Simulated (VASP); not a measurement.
# MgI2 (P-3m1) in VASP: a series of runs

The runs below take MgI2 through single point, relaxation of the atoms, with PBE.

All numbers are computed with VASP 6.6.1; they aren't measurements. Logs are shortened: lines on timing, memory, paths and dates and some standing lists are left out, and cuts for length are marked.

### 1 The cell of the first run

The structure is trigonal, space group P-3m1 (No. 164). The conventional cell has a = 4.154 Å, b = 4.154 Å, c = 6.862 Å, α = 90.00°, β = 90.00°, γ = 120.00°. Mg (site symmetry -3m) has 6 I at 2.92 Å within 3.8 Å. Within 3.8 Å of I (site symmetry 3m) lie 3 Mg at 2.92 Å.

### 2 Single point, PBE

File INCAR:

```
PREC = Accurate
ENCUT = 520
EDIFF = 1E-7
ISMEAR = -1
SIGMA = 0.02
LREAL = False
LASPH = True
NELM = 100
ALGO = Normal
ISIF = 2
LWAVE = False
LCHARG = False
GGA = PE
NBANDS = 15
```

File KPOINTS:

```
Automatic mesh
0
Gamma
  8 8 4
```

File POSCAR:

```
MgI2
1.0
    4.1537001214      0.0000000000      0.0000000000
   -2.0768500607      3.5972098248      0.0000000000
    0.0000000000      0.0000000000      6.8620000000
Mg I
1 2
Direct
    0.0000000000      0.0000000000      0.0000000000
    0.3333333333      0.6666666667      0.7566122393
    0.6666666667      0.3333333333      0.2433877607
```

Potentials or basis: VASP PAW PBE potentials, release 64 (Mg, I).

On the command line:

```console
$ cat potpaw_PBE.64/Mg/POTCAR potpaw_PBE.64/I/POTCAR > POTCAR
$ mpirun -np 1 vasp_std > vasp.out
```

OUTCAR:

```text
PREC = Accurate
   ENCUT = 520
   EDIFF = 1E-7
   ISMEAR = -1
   LREAL = False
   LASPH = True
   NELM = 100
   ISIF = 2
   GGA = PE

 ion  position               nearest neighbor table
   1  0.000  0.000  0.000-   2 2.92   3 2.92   2 2.92   3 2.92   3 2.92   2 2.92
   2  0.333  0.667  0.757-   1 2.92   1 2.92   1 2.92
   3  0.667  0.333  0.243-   1 2.92   1 2.92   1 2.92

  LATTYP: Found a hexagonal cell.
 ALAT       =     4.1537001214
 C/A-ratio  =     1.6520210413

  Lattice vectors:

 A1 = (   4.1537001214,   0.0000000000,   0.0000000000)
 A2 = (  -2.0768500607,   3.5972098248,   0.0000000000)
 A3 = (   0.0000000000,   0.0000000000,   6.8620000000)

Analysis of symmetry for initial positions (statically):
=====================================================================
 Subroutine PRICEL returns:
 Original cell was already a primitive cell.

 Routine SETGRP: Setting up the symmetry group for a
 hexagonal supercell.

 Subroutine GETGRP returns: Found 12 space group operations
 (whereof 12 operations were pure point group operations)
 out of a pool of 24 trial point group operations.

The static configuration has the point symmetry D_3d.

Analysis of symmetry for dynamics (positions and initial velocities):
=====================================================================
 Subroutine PRICEL returns:
 Original cell was already a primitive cell.

 Routine SETGRP: Setting up the symmetry group for a
 hexagonal supercell.

 Subroutine GETGRP returns: Found 12 space group operations
 (whereof 12 operations were pure point group operations)
 out of a pool of 24 trial point group operations.

The dynamic configuration has the point symmetry D_3d.

 Subroutine INISYM returns: Found 12 space group operations
 (whereof 12 operations are pure point group operations),
 and found     1 'primitive' translations

----------------------------------------------------------------------------------------

                                     Primitive cell

  volume of cell :     102.5302

  direct lattice vectors                    reciprocal lattice vectors
     4.153700121  0.000000000  0.000000000     0.240749205  0.138996618  0.000000000
    -2.076850061  3.597209825  0.000000000     0.000000000  0.277993236  0.000000000
     0.000000000  0.000000000  6.862000000     0.000000000  0.000000000  0.145730108

  length of vectors
     4.153700121  4.153700121  6.862000000     0.277993236  0.277993236  0.145730108

  position of ions in fractional coordinates (direct lattice)
     0.000000000  0.000000000  0.000000000
     0.333333333  0.666666667  0.756612239
     0.666666667  0.333333333  0.243387761

  ion indices of the primitive-cell ions
   primitive index   ion index
                 1           1
                 2           2
                 3           3

----------------------------------------------------------------------------------------

 KPOINTS: Automatic mesh

Automatic generation of k-mesh.
 Grid dimensions read from file:
 generate k-points for:    8    8    4

 Generating k-lattice:

  Cartesian coordinates                     Fractional coordinates (reciprocal lattice)
     0.030093651  0.017374577  0.000000000     0.125000000  0.000000000  0.000000000
     0.000000000  0.034749155  0.000000000     0.000000000  0.125000000  0.000000000
     0.000000000  0.000000000  0.036432527     0.000000000  0.000000000  0.250000000

  Length of vectors
     0.034749155  0.034749155  0.036432527

  Shift w.r.t. Gamma in fractional coordinates (k-lattice)
     0.000000000  0.000000000  0.000000000

 Subroutine IBZKPT returns following result:
 ===========================================

 Found     35 irreducible k-points:

 Following reciprocal coordinates:
            Coordinates               Weight
  0.000000  0.000000  0.000000      1.000000
  0.125000  0.000000  0.000000      6.000000
  0.250000  0.000000  0.000000      6.000000
  0.375000 -0.000000  0.000000      6.000000
  0.500000  0.000000  0.000000      3.000000
  0.125000  0.125000  0.000000      6.000000
[... 16 lines left out ...]
 -0.125000  0.500000  0.250000     12.000000
  0.250000  0.250000  0.250000     12.000000
 [... further k-points ...]
   k-points           NKPTS =     35   k-points in BZ     NKDIM =     35   number of bands    NBANDS=     15
   number of dos      NEDOS =    301   number of ions     NIONS =      3
   total plane-waves  NPLWV =  55296
   dimension x,y,z NGX =    32 NGY =   32 NGZ =   54
   dimension x,y,z NGXF=    64 NGYF=   64 NGZF=  108
   ions per type =               1   2
   NGX,Y,Z   is equivalent  to a cutoff of  12.81, 12.81, 13.08 a.u.
   NGXF,Y,Z  is equivalent  to a cutoff of  25.62, 25.62, 26.17 a.u.
 SYSTEM =  unknown system
   PREC   = accura    normal or accurate (medium, high low for compatibility)
   ISTART =      0    job   : 0-new  1-cont  2-samecut
   ICHARG =      2    charge: 1-file 2-atom 10-const
   ISPIN  =      1    spin polarized calculation?
   LNONCOLLINEAR =      F non collinear calculations
   LSORBIT =      F    spin-orbit coupling
   LASPH  =      T    aspherical Exc in radial PAW
   ENCUT  =  520.0 eV  38.22 Ry    6.18 a.u.   7.72  7.72 12.76*2*pi/ulx,y,z
   NELM   =    100;   NELMIN=  2; NELMDL= -5     # of ELM steps
   EDIFF  = 0.1E-06   stopping-criterion for ELM
   LREAL  =      F    real-space projection
   EDIFFG = 0.1E-05   stopping-criterion for IOM
   NSW    =      0    number of steps for IOM
   IBRION =     -1    ionic relax: 0-MD 1-quasi-New 2-CG
   NFREE  =      0    steps in history (QN), initial steepest desc. (CG)
   ISIF   =      2    stress and relaxation
   ISYM   =      2    0-nonsym 1-usesym 2-fastsym
   POTIM  = 0.5000    time-step for ionic-motion
   TEBEG  =    0.0;   TEEND  =   0.0 temperature during run
   PSTRESS=    0.0 pullay stress
   NELECT =      16.0000    total number of electrons
   NUPDOWN=      -1.0000    fix difference up-down
   EMIN   =  10.00;   EMAX   =-10.00  energy-range for DOS
   EFERMI =   0.00;   METHOD = LEGACY
   ISMEAR =    -1;   SIGMA  =   0.02  broadening in eV -4-tet -1-fermi 0-gaus
   EFERMI_NEDOS =   21; number of points for ismear=-14 and -15
   IALGO  =     38    algorithm
   IMIX   =      4    mixing-type and parameters
     AMIX     =   0.40;   BMIX     =  1.00
     AMIX_MAG =   1.60;   BMIX_MAG =  1.00
  volume/ion in A,a.u.               =      34.18       230.64
  Fermi-wavevector in a.u.,A,eV,Ry     =   0.881382  1.665571 10.569477  0.776835
  Thomas-Fermi vector in A             =   2.001871
   LORBIT       =      0    0 simple, 1 ext, 2 COOP (PROOUT), +10 PAW based schemes
   GGA     = PE    functional components
   LHFCALC =     F    Hartree Fock is set to
   AEXX    =    0.0000 exact exchange contribution
   IVDW    =     0    specifies the selected vdW correction
   LEPSILON=     F    determine dielectric tensor
   LRPA    =     F    only Hartree local field effects (RPA)
 non-spin polarized calculation
  energy-cutoff  :      520.00
  volume of cell :      102.53
 maximum number of plane-waves:      2798
 NGX is ok and might be reduce to    32
   NGX = 15   NGY = 15   NGZ = 25

 number of electron      16.0000000 magnetization

 Free energy of the ion-electron system (eV)
  ---------------------------------------------------
  ext. energy  EPLUGINS =         0.00000000
  ---------------------------------------------------
  free energy    TOTEN  =        -7.69664032 eV

  energy without entropy =       -7.69664032  energy(sigma->0) =       -7.69664032

 E-fermi :   2.7358     XC(G=0):  -8.2180

 val. band max:        2.3253762282   @ k =   0.0000   0.0000   0.0000
 cond. band min:       5.8288977261   @ k =   0.5000   0.0000   0.2500
 fundamental gap:      3.5035214979
 Fermi energy:         2.7358195067

 k-point     1 :       0.0000    0.0000    0.0000
  band No.  band energies     occupation
      1      -9.7591      2.00000
      2      -9.0485      2.00000
      3      -1.2296      2.00000
      4       1.8614      2.00000
      5       1.8614      2.00000
      6       2.2427      2.00000
      7       2.2427      2.00000
      8       2.3254      2.00000
      9       6.0013      0.00000
     10       7.0844      0.00000
     11       9.0076      0.00000
     12       9.0076      0.00000
     13       9.7926      0.00000
     14      10.4661      0.00000
     15      10.4661      0.00000

 k-point     2 :       0.1250    0.0000    0.0000
  band No.  band energies     occupation
      1      -9.6781      2.00000
      2      -9.0065      2.00000
      3      -1.1165      2.00000
      4       1.2434      2.00000
      5       1.6666      2.00000
      6       1.6962      2.00000
      7       2.2202      2.00000
      8       2.2709      2.00000
      9       6.6167      0.00000
     10       7.6308      0.00000
     11       8.4393      0.00000
     12       9.2433      0.00000
     13       9.7922      0.00000
     14      10.3156      0.00000
     15      10.7061      0.00000

 k-point     3 :       0.2500    0.0000    0.0000
  band No.  band energies     occupation
      1      -9.4616      2.00000
      2      -8.9098      2.00000
      3      -0.8486      2.00000
      4       0.1487      2.00000
      5       0.7809      2.00000
      6       1.3144      2.00000
      7       2.0709      2.00000
      8       2.0874      2.00000
      9       6.7927      0.00000
     10       7.7664      0.00000
     11       8.6577      0.00000
     12       9.4693      0.00000
     13       9.4721      0.00000
     14      10.3553      0.00000
     15      11.2836      0.00000
[... 343 lines left out ...]
 k-point    23 :      -0.1250    0.5000    0.2500
  band No.  band energies     occupation
      1      -9.0300      2.00000
      2      -8.8532      2.00000
      3      -1.1456      2.00000
      4      -0.6323      2.00000
      5       0.5576      2.00000
      6       0.7814      2.00000
      7       1.4372      2.00000
      8       1.7114      2.00000
      9       6.3289      0.00000
     10       7.8083      0.00000
     11       8.5883      0.00000
     12       8.9938      0.00000
     13       9.3840      0.00000
     14      11.5380      0.00000
     15      12.3590      0.00000

 k-point    24 :       0.2500    0.2500    0.2500
  band No.  band energies     occupation
      1      -9.0402      2.00000
      2      -8.8448      2.00000
      3      -0.9622      2.00000
      4      -0.4317      2.00000
      5       0.1880      2.00000
      6       0.7255      2.00000
      7       1.1341      2.00000
      8       1.7768      2.00000
      9       6.7076      0.00000
     10       8.2309      0.00000
     11       9.1117      0.00000
     12       9.4533      0.00000
     13       9.9136      0.00000
     14      10.0662      0.00000
     15      11.2118      0.00000

 [... further k-points ...]

------------------------ aborting loop because EDIFF is reached ----------------------------------------

  FORCE on cell =-STRESS in cart. coord.  units (eV):
  Direction    XX          YY          ZZ          XY          YZ          ZX
  --------------------------------------------------------------------------------------
  -------------------------------------------------------------------------------------
  Total        0.6638029      0.6638029      0.7874394      0.0000000     -0.0000000      0.0000000
  in kB       10.3728504     10.3728504     12.3048438      0.0000000     -0.0000000      0.0000000
  external PRESSURE =      11.0168482 kB  Pullay stress =       0.0000000 kB

 VOLUME and BASIS-vectors are now :
 -----------------------------------------------------------------------------
  energy-cutoff  :      520.00
  volume of cell :      102.53
      direct lattice vectors                 reciprocal lattice vectors
     4.153700121  0.000000000  0.000000000     0.240749205  0.138996618  0.000000000
    -2.076850061  3.597209825  0.000000000     0.000000000  0.277993236  0.000000000
     0.000000000  0.000000000  6.862000000     0.000000000  0.000000000  0.145730108

 POSITION                                       TOTAL-FORCE (eV/Angst)
 -----------------------------------------------------------------------------------
      0.00000      0.00000      0.00000         0.000000      0.000000      0.000000
     -0.00000      2.39814      5.19187         0.000000     -0.000000      0.010364
      2.07685      1.19907      1.67013        -0.000000      0.000000     -0.010364
 -----------------------------------------------------------------------------------
    total drift:                                0.000000     -0.000000      0.000000

  FREE ENERGIE OF THE ION-ELECTRON SYSTEM (eV)
  ---------------------------------------------------
  free  energy   TOTEN  =        -7.6966403240 eV

  energy  without entropy=       -7.6966403240  energy(sigma->0) =       -7.69664032
```

Run time: 44 s. Hardware: 1 thread of Intel Xeon Platinum 8488C (Sapphire Rapids), shared host; peak memory 0.24 GiB.

What came out:

| Quantity | Value |
| --- | --- |
| Free energy | -7.6966 eV |
| Pressure | 1.1 GPa |
| Largest force | 0.010 eV/Å |
| Band gap on the k mesh | 3.50 eV (least direct gap 3.68 eV) |

Forces in eV/Å, atoms in the order of the input:
```
Mg   0.000  0.000  0.000
I    0.000  0.000  0.010
I    0.000  0.000 -0.010
```

Stress tensor (GPa, compression positive):
```
1.04 0.00 0.00
0.00 1.04 0.00
0.00 0.00 1.23
```

Caveat: spin-orbit coupling is left out, which moves the levels of the heavy elements; this functional lacks dispersion, which binds the layers, so the pressure and a relaxed spacing across them are unreliable. A k mesh can miss the band edges.

### 3 Relaxation of the atoms, PBE

File INCAR:

```
SYSTEM = MgI2
PREC     = Accurate       ! precision mode
ENCUT    = 520            ! plane-wave cutoff, eV
EDIFF    = 1E-7           ! SCF threshold, eV
ISMEAR   = -1             ! smearing method
SIGMA    = 0.02           ! smearing width, eV
LREAL    = .False.        ! projectors in reciprocal space
LASPH    = .True.         ! aspherical terms in the spheres
NELM     = 80             ! most SCF steps
ALGO     = Normal         ! electronic algorithm
ISIF     = 2              ! what is computed and relaxed
LWAVE    = .False.        ! write WAVECAR
LCHARG   = .False.        ! write CHGCAR
GGA      = PE             ! functional
IBRION   = 2              ! ionic algorithm
NSW      = 80             ! ionic steps
EDIFFG   = -0.02          ! ionic threshold
```

File KPOINTS:

```
Automatic mesh
0
Gamma
  8 8 4
  0 0 0
```

File POSCAR:

```
MgI2
1.0
    4.1537001214      0.0000000000      0.0000000000
   -2.0768500607      3.5972098248      0.0000000000
    0.0000000000      0.0000000000      6.8620000000
Mg I
1 2
Direct
    0.0000000000      0.0000000000      0.0000000000
    0.3333333333      0.6666666667      0.7576300000
    0.6666666667      0.3333333333      0.2423700000
```

Potentials or basis: VASP PAW PBE potentials, release 64 (Mg, I).

On the command line:

```console
$ cat potpaw_PBE.64/Mg/POTCAR potpaw_PBE.64/I/POTCAR > POTCAR
$ mpirun -np 1 vasp_std > vasp.out
```

Wall time 59 s (1 thread of Intel Xeon Platinum 8488C (Sapphire Rapids), shared host); peak memory 0.25 GiB.

It converged, with:

| Item | Value |
| --- | --- |
| Free energy | -7.6967 eV |
| Energy gained by relaxing | 0.0 meV/atom |
| Ionic steps | 3 |
| Pressure after relaxing | 1.1 GPa |
| Band gap on the k mesh | 3.50 eV (least direct gap 3.68 eV) |

Stress tensor (GPa, compression positive):
```
1.06 0.00 0.00
0.00 1.06 0.00
0.00 0.00 1.27
```

Step by step:
```csv
step,energy change (eV),largest force (eV/Å),pressure (GPa)
1,0.0000,0.0287,1.20
2,-0.0001,0.0210,1.18
3,-0.0001,0.0002,1.13
```

Final structure:
```
Mg I
1.0
     4.15370    0.00000    0.00000
    -2.07685    3.59721    0.00000
     0.00000    0.00000    6.86200
Mg I
1 2
Direct
  0.00000 0.00000 0.00000
  0.33333 0.66667 0.75688
  0.66667 0.33333 0.24312
```

Levels at points of the mesh, in eV from the valence-band top:
```
           k point  band 6  band 7  band 8  band 9  band 10  band 11
(0.00, 0.00, 0.00)   -0.09   -0.09    0.00    3.68     4.76     6.68
(0.50, 0.00, 0.00)   -1.40   -0.92   -0.47    3.62     5.31     5.49
(0.00, 0.00, 0.50)   -0.37   -0.19   -0.19    4.64     4.84     6.49
(0.50, 0.00, 0.50)   -1.14   -0.81   -0.71    3.52     5.19     5.67
```

Caveat: spin-orbit coupling is left out, which moves the levels of the heavy elements; this functional lacks dispersion, which binds the layers, so the pressure and a relaxed spacing across them are unreliable. A k mesh can miss the band edges.
